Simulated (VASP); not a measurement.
# Ta in VASP: relaxation of the atoms with PBE+D3(BJ)

Aim: the relaxation of the atoms of Ta with PBE+D3(BJ).

Everything below comes from runs of VASP 6.6.1. Logs are shortened: lines on timing, memory, paths and dates and some standing lists are left out, and cuts for length are marked.

## (1) The cell of the first run

The cell holds a slab with vacuum, 4 atoms: a = 3.285 Å, b = 3.285 Å, c = 18.927 Å, α = 90.00°, β = 90.00°, γ = 90.00°.

## (2) Relaxation of the atoms, PBE+D3(BJ)

INCAR reads:

```
SYSTEM = Ta
PREC = Accurate ; ENCUT = 520
EDIFF = 1E-7 ; ISMEAR = 0
SIGMA = 0.1 ; LREAL = .False.
LASPH = .True. ; NELM = 100
ALGO = Normal ; ISIF = 2
LWAVE = .False. ; LCHARG = .False.
LDIPOL = .True. ; IDIPOL = 3
DIPOL = 0.5 0.5 0.500 ; GGA = PE
IVDW = 12 ; IBRION = 2
NSW = 70 ; EDIFFG = -0.03
```

KPOINTS reads:

```
regular mesh
0
Gamma
  9 9 1
  0 0 0
```

POSCAR reads:

```
Ta
1.0
    3.2849979952      0.0000000000      0.0000000000
    0.0000000000      3.2849979952      0.0000000000
    0.0000000000      0.0000000000     18.9274969928
Ta
4
Selective dynamics
Direct
    0.5000000000      0.5000000000      0.3698323134  F F F
    0.0000000000      0.0000000000      0.4566107711  F F F
    0.5000000000      0.5000000000      0.5433892289  T T T
    0.0000000000      0.0000000000      0.6301676866  T T T
```

Potentials or basis: VASP PAW PBE potentials, release 64 (Ta_pv).

On the command line:

```
> cat potpaw_PBE.64/Ta_pv/POTCAR > POTCAR
> mpirun -np 1 vasp_std > vasp.out
```

OUTCAR:

```text
SYSTEM = Ta
   PREC = Accurate
   ENCUT = 520
   EDIFF = 1E-7
   ISMEAR = 0
   LREAL = .False.
   LASPH = .True.
   NELM = 100
   ISIF = 2
   GGA = PE
   IVDW = 12
   IBRION = 2
   NSW = 70
   EDIFFG = -0.03
 IVDW          = 12

 ion  position               nearest neighbor table
   1  0.500  0.500  0.370-   2 2.84   2 2.84   2 2.84   2 2.84   3 3.28
   2  0.000  0.000  0.457-   1 2.84   1 2.84   1 2.84   1 2.84   3 2.84   3 2.84   3 2.84   3 2.84
                             4 3.28
   3  0.500  0.500  0.543-   4 2.84   4 2.84   4 2.84   4 2.84   2 2.84   2 2.84   2 2.84   2 2.84
                             1 3.28
   4  0.000  0.000  0.630-   3 2.84   3 2.84   3 2.84   3 2.84   2 3.28

  LATTYP: Found a simple tetragonal cell.
 ALAT       =     3.2849979952
 C/A-ratio  =     5.7617986435

  Lattice vectors:

 A1 = (   3.2849979952,   0.0000000000,   0.0000000000)
 A2 = (   0.0000000000,   3.2849979952,   0.0000000000)
 A3 = (   0.0000000000,   0.0000000000,  18.9274969928)

Analysis of symmetry for initial positions (statically):
=====================================================================
 Subroutine PRICEL returns:
 Original cell was already a primitive cell.

 Routine SETGRP: Setting up the symmetry group for a
 simple tetragonal supercell.

 Subroutine GETGRP returns: Found 16 space group operations
 (whereof  8 operations were pure point group operations)
 out of a pool of 16 trial point group operations.

The static configuration has the point symmetry C_4v.
 The point group associated with its full space group is D_4h.

Analysis of symmetry for dynamics (positions and initial velocities):
=====================================================================
 Subroutine PRICEL returns:
 Original cell was already a primitive cell.

 Routine SETGRP: Setting up the symmetry group for a
 simple tetragonal supercell.

 Subroutine GETGRP returns: Found 16 space group operations
 (whereof  8 operations were pure point group operations)
 out of a pool of 16 trial point group operations.

The dynamic configuration has the point symmetry C_4v.
 The point group associated with its full space group is D_4h.

Analysis of constrained symmetry for selective dynamics:
=====================================================================
 Subroutine PRICEL returns:
 Original cell was already a primitive cell.

 Routine SETGRP: Setting up the symmetry group for a
 simple tetragonal supercell.

 Subroutine GETGRP returns: Found  8 space group operations
 (whereof  8 operations were pure point group operations)
 out of a pool of 16 trial point group operations.

The constrained configuration has the point symmetry C_4v.

 Subroutine INISYM returns: Found  8 space group operations
 (whereof  8 operations are pure point group operations),
 and found     1 'primitive' translations

----------------------------------------------------------------------------------------

                                     Primitive cell

  volume of cell :     204.2506

  direct lattice vectors                    reciprocal lattice vectors
     3.284997995  0.000000000  0.000000000     0.304414189  0.000000000  0.000000000
     0.000000000  3.284997995  0.000000000     0.000000000  0.304414189  0.000000000
     0.000000000  0.000000000 18.927496993     0.000000000  0.000000000  0.052833188

  length of vectors
     3.284997995  3.284997995 18.927496993     0.304414189  0.304414189  0.052833188

  position of ions in fractional coordinates (direct lattice)
     0.500000000  0.500000000  0.369832313
     0.000000000  0.000000000  0.456610771
     0.500000000  0.500000000  0.543389229
     0.000000000  0.000000000  0.630167687

  ion indices of the primitive-cell ions
   primitive index   ion index
                 1           1
                 2           2
                 3           3
                 4           4

----------------------------------------------------------------------------------------

 KPOINTS: regular mesh

Automatic generation of k-mesh.
 Grid dimensions read from file:
 generate k-points for:    9    9    1

 Generating k-lattice:

  Cartesian coordinates                     Fractional coordinates (reciprocal lattice)
     0.033823799  0.000000000  0.000000000     0.111111111  0.000000000  0.000000000
     0.000000000  0.033823799  0.000000000     0.000000000  0.111111111  0.000000000
     0.000000000  0.000000000  0.052833188     0.000000000  0.000000000  1.000000000

  Length of vectors
     0.033823799  0.033823799  0.052833188

  Shift w.r.t. Gamma in fractional coordinates (k-lattice)
     0.000000000  0.000000000  0.000000000

 Subroutine IBZKPT returns following result:
 ===========================================

 Found     15 irreducible k-points:

 Following reciprocal coordinates:
            Coordinates               Weight
  0.000000  0.000000  0.000000      1.000000
  0.111111  0.000000  0.000000      4.000000
  0.222222  0.000000  0.000000      4.000000
  0.333333  0.000000  0.000000      4.000000
  0.444444  0.000000  0.000000      4.000000
  0.111111  0.111111  0.000000      4.000000
  0.222222  0.111111  0.000000      8.000000
  0.333333  0.111111  0.000000      8.000000
  0.444444  0.111111  0.000000      8.000000
  0.222222  0.222222  0.000000      4.000000
  0.333333  0.222222  0.000000      8.000000
  0.444444  0.222222  0.000000      8.000000
  0.333333  0.333333  0.000000      4.000000
  0.444444  0.333333  0.000000      8.000000
  0.444444  0.444444  0.000000      4.000000
   k-points           NKPTS =     15   k-points in BZ     NKDIM =     15   number of bands    NBANDS=     26
   number of dos      NEDOS =    301   number of ions     NIONS =      4
   total plane-waves  NPLWV =  82944
   dimension x,y,z NGX =    24 NGY =   24 NGZ =  144
   dimension x,y,z NGXF=    48 NGYF=   48 NGZF=  288
   ions per type =               4
   NGX,Y,Z   is equivalent  to a cutoff of  12.15, 12.15, 12.65 a.u.
   NGXF,Y,Z  is equivalent  to a cutoff of  24.29, 24.29, 25.30 a.u.
 SYSTEM =  Ta
   PREC   = accura    normal or accurate (medium, high low for compatibility)
   ISTART =      0    job   : 0-new  1-cont  2-samecut
   ICHARG =      2    charge: 1-file 2-atom 10-const
   ISPIN  =      1    spin polarized calculation?
   LNONCOLLINEAR =      F non collinear calculations
   LSORBIT =      F    spin-orbit coupling
   LASPH  =      T    aspherical Exc in radial PAW
   ENCUT  =  520.0 eV  38.22 Ry    6.18 a.u.   6.11  6.11 35.19*2*pi/ulx,y,z
   NELM   =    100;   NELMIN=  2; NELMDL= -5     # of ELM steps
   EDIFF  = 0.1E-06   stopping-criterion for ELM
   LREAL  =      F    real-space projection
   EDIFFG = -.3E-01   stopping-criterion for IOM
   NSW    =     70    number of steps for IOM
   IBRION =      2    ionic relax: 0-MD 1-quasi-New 2-CG
   NFREE  =      1    steps in history (QN), initial steepest desc. (CG)
   ISIF   =      2    stress and relaxation
   ISYM   =      2    0-nonsym 1-usesym 2-fastsym
   POTIM  = 0.5000    time-step for ionic-motion
   TEBEG  =    0.0;   TEEND  =   0.0 temperature during run
   PSTRESS=    0.0 pullay stress
   NELECT =      44.0000    total number of electrons
   NUPDOWN=      -1.0000    fix difference up-down
   EMIN   =  10.00;   EMAX   =-10.00  energy-range for DOS
   EFERMI =   0.00;   METHOD = LEGACY
   ISMEAR =     0;   SIGMA  =   0.10  broadening in eV -4-tet -1-fermi 0-gaus
   EFERMI_NEDOS =   21; number of points for ismear=-14 and -15
   IALGO  =     38    algorithm
   IMIX   =      4    mixing-type and parameters
     AMIX     =   0.40;   BMIX     =  1.00
     AMIX_MAG =   1.60;   BMIX_MAG =  1.00
  volume/ion in A,a.u.               =      51.06       344.59
  Fermi-wavevector in a.u.,A,eV,Ry     =   0.981382  1.854542 13.103906  0.963110
  Thomas-Fermi vector in A             =   2.112384
   LORBIT       =      0    0 simple, 1 ext, 2 COOP (PROOUT), +10 PAW based schemes
   GGA     = PE    functional components
   LHFCALC =     F    Hartree Fock is set to
   AEXX    =    0.0000 exact exchange contribution
   IVDW    =    12    specifies the selected vdW correction
   LEPSILON=     F    determine dielectric tensor
   LRPA    =     F    only Hartree local field effects (RPA)
 conjugate gradient relaxation of ions
 non-spin polarized calculation
 Gauss-broadening in eV      SIGMA  =   0.10
  energy-cutoff  :      520.00
  volume of cell :      204.25
 maximum number of plane-waves:      5528
   NGX = 13   NGY = 13   NGZ = 71

--------------------------------------- Ionic step        1  -------------------------------------------

 number of electron      44.0000022 magnetization

 Free energy of the ion-electron system (eV)
  ---------------------------------------------------
  ext. energy  EPLUGINS =         0.00000000
  ---------------------------------------------------
  free energy    TOTEN  =       -43.50518879 eV

  energy without entropy =      -43.47973933  energy(sigma->0) =      -43.49246406

------------------------ aborting loop because EDIFF is reached ----------------------------------------

 Edisp (eV)   -1.62356

 E8    (eV) :    -0.8864
[... 195 lines left out ...]
  FREE ENERGIE OF THE ION-ELECTRON SYSTEM (eV)
  ---------------------------------------------------
  free  energy   TOTEN  =       -45.1719431789 eV

  energy  without entropy=      -45.1472886154  energy(sigma->0) =      -45.15961590

 dipolmoment           0.000000      0.000000      0.005584 electrons x Angstroem

--------------------------------------- Ionic step        6  -------------------------------------------

 number of electron      44.0000016 magnetization

------------------------ aborting loop because EDIFF is reached ----------------------------------------
[... 37 lines left out ...]
--------------------------------------- Ionic step        7  -------------------------------------------

 number of electron      44.0000020 magnetization

 dipolmoment           0.000000      0.000000     -0.009529 electrons x Angstroem

 Free energy of the ion-electron system (eV)
  ---------------------------------------------------
  ext. energy  EPLUGINS =         0.00000000
  ---------------------------------------------------
  free energy    TOTEN  =       -43.53485838 eV

  energy without entropy =      -43.51096715  energy(sigma->0) =      -43.52291277

 E-fermi :  -0.2728     XC(G=0):  -5.6922

 val. band max:       -0.2801822979   @ k =   0.1111   0.0000   0.0000
 cond. band min:      -0.2670580085   @ k =   0.0000   0.0000   0.0000
 fundamental gap:      0.0131242894
 Fermi energy:        -0.2728278938

 k-point     1 :       0.0000    0.0000    0.0000
  band No.  band energies     occupation
      1     -35.1638      2.00000
      2     -35.0652      2.00000
      3     -34.9851      2.00000
      4     -34.9851      2.00000
      5     -34.8868      2.00000
      6     -34.8868      2.00000
[... 424 lines left out ...]
     25       1.7587      0.00000
     26       1.8172      0.00000

------------------------ aborting loop because EDIFF is reached ----------------------------------------

 vacuum level on the upper side and lower side of the slab       (xc-potential included)        -0.313        -0.157

 Edisp (eV)   -1.63776

 E8    (eV) :    -0.8949

  FORCE on cell =-STRESS in cart. coord.  units (eV):
  Direction    XX          YY          ZZ          XY          YZ          ZX
  --------------------------------------------------------------------------------------
  -------------------------------------------------------------------------------------
  Total      -4.59328    -4.59328    -1.02776     0.00000     0.00000     0.00000
  in kB     -36.03049   -36.03049    -8.06194     0.00000     0.00000     0.00000
  external pressure =      -26.71 kB  Pullay stress =        0.00 kB
[... 19 lines left out ...]
  FREE ENERGIE OF THE ION-ELECTRON SYSTEM (eV)
  ---------------------------------------------------
  free  energy   TOTEN  =       -45.1726228629 eV

  energy  without entropy=      -45.1487316317  energy(sigma->0) =      -45.16067725

 reached required accuracy - stopping structural energy minimisation

 vacuum level on the upper side and lower side of the slab         3.375         3.534
```

Wall time 9.5 min (1 thread of Intel Xeon Platinum 8259CL at 2.50GHz (Skylake/Cascade Lake), shared host); peak memory 0.31 GiB.

What came out:

```
Free energy                : -45.1726 eV
Energy gained by relaxing  : 11.0 meV/atom
Ionic steps                : 7
Band gap on the k mesh     : zero (bands 22 and 23 overlap by 0.42 eV)
Dispersion energy per atom : -0.409 eV
```

The path:
```tsv
step	energy change (eV)	largest force on free atoms (eV/Å)	pressure (GPa)
1	0.0000	0.7138	-3.98
2	-0.0298	0.3665	-3.57
3	-0.0345	0.1879	-3.31
4	-0.0375	0.1576	-3.19
5	-0.0432	0.0656	-2.83
6	-0.0358	0.2266	-2.04
7	-0.0439	0.0263	-2.67
```

Final structure:
```yaml
crystal:
  lattice:
    - [3.28500, 0.00000, 0.00000]
    - [0.00000, 3.28500, 0.00000]
    - [0.00000, 0.00000, 18.92750]
  atoms:
    - { symbol: Ta, position: [0.50000, 0.50000, 0.36983] }
    - { symbol: Ta, position: [0.00000, 0.00000, 0.45661] }
    - { symbol: Ta, position: [0.50000, 0.50000, 0.54377] }
    - { symbol: Ta, position: [0.00000, 0.00000, 0.62411] }
```

Levels at points of the mesh, in eV from the Fermi level:
| k point | band 20 | band 21 | band 22 | band 23 | band 24 | band 25 |
| --- | --- | --- | --- | --- | --- | --- |
| (0.00, 0.00, 0.00) | -0.09 | 0.01 | 0.35 | 0.35 | 0.58 | 0.60 |

Caveat: spin-orbit coupling is left out, which moves the levels of the heavy elements.
